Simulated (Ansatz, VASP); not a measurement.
# As2Se in VASP and in Ansatz

```xyz
6
Lattice="-3.4706 3.4706 2.6229 3.4706 -3.4706 2.6229 3.4706 3.4706 -2.6229" Properties=species:S:1:pos:R:3 pbc="T T T"
As    0.0000   -1.7353    0.6557
As    0.0000    1.7353    0.6557
As    1.7353    0.0000   -0.6557
As    1.7353   -3.4706    1.9672
Se    0.0000    0.0000    2.6229
Se    3.4706    0.0000    1.3115
```

Alike in both runs: functional PBE; dispersion D3(BJ); k mesh 6 × 6 × 6; no spin polarisation.

Ansatz relaxed the structure, and its values are those at the end. VASP's run is a single point on that final structure, the one shown.

```csv
,VASP,Ansatz
version,VASP 6.6.1,Ansatz 0.2.0
potentials or method,"VASP PAW PBE potentials, release 64 (As, Se), cutoff 500 eV","plane waves, PAW"
occupations,"fermi-dirac, width 0.1 eV",fermi-dirac
valence electrons in the cell,32,92
```

|  | VASP | Ansatz | Ansatz less VASP |
| --- | --- | --- | --- |
| pressure (GPa) | 0.1 | 0.0 | -0.13 |

VASP's potentials hold 32 valence electrons a cell and Ansatz's 92, so a difference there can come from the potentials and not from the codes.
